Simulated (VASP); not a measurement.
Wanted: the native input for a VASP 6.6.1 run.

```yaml
Task: relaxation of cell and atoms
Functional: RPBE
Potentials_or_basis: VASP PAW PBE potentials, release 64 (Cu, O)
Cutoff: 600 eV
k_mesh: 9 × 9 × 9
Occupations: fermi-dirac, width 0.05 eV
Spin: no spin polarisation
Dipole_correction: no
Further_INCAR_settings: ALGO = Normal; EDIFF = 1e-07; IBRION = 2; EDIFFG = -0.01; NSW = 60; ISIF = 3
```

The structure of Cu3O2 lies in POSCAR:

```
Cu3O2
1.0
   -2.0229820000      2.0229820000      3.6736170000
    2.0229820000     -2.0229820000      3.6736170000
    2.0229820000      2.0229820000     -3.6736170000
Cu O
3 2
Direct
    0.0000000000      0.0000000000      0.0000000000
    0.7500000000      0.2500000000      0.5000000000
    0.2500000000      0.7500000000      0.5000000000
    0.5000000000      0.0000000000      0.5000000000
    0.0000000000      0.5000000000      0.5000000000
```

The input as run:

INCAR

```
SYSTEM = Cu3O2
ALGO = Normal
EDIFF = 1E-7
EDIFFG = -0.01
ENCUT = 600
GGA = RP
IBRION = 2
ISIF = 3
ISMEAR = -1
LASPH = .TRUE.
LCHARG = .FALSE.
LREAL = .FALSE.
LWAVE = .FALSE.
NELM = 100
NSW = 60
PREC = Accurate
SIGMA = 0.05
```

KPOINTS

```
k-points
0
G
  9 9 9
  0 0 0
```

Potentials or basis: VASP PAW PBE potentials, release 64 (Cu, O).

Launch:

```console
$ cat potpaw_PBE.64/Cu/POTCAR potpaw_PBE.64/O/POTCAR > POTCAR
$ mpirun -np 1 vasp_std > vasp.out
```

Results of the run:

The relaxed volume is 12.74 Å³/atom. The relaxed cell is a = 4.726 Å, b = 4.726 Å, c = 4.726 Å, α = 128.00°, β = 128.00°, γ = 76.63°. The space group after relaxing (to 0.1 Å) is I4/mmm (No. 139) and the energy gained by relaxing is 11.5 meV/atom. The ionic steps are 9. The pressure after relaxing is 0.0 GPa and the band gap on the k mesh is zero (an odd number of electrons rules out a gap without spin polarisation).

Caveat: the PAW data sets were made with another functional, which shifts forces and pressure a little.

Wall time 33 min on 1 thread of AMD EPYC 7R32 (Zen 2) (shared host), peak memory 0.28 GiB.
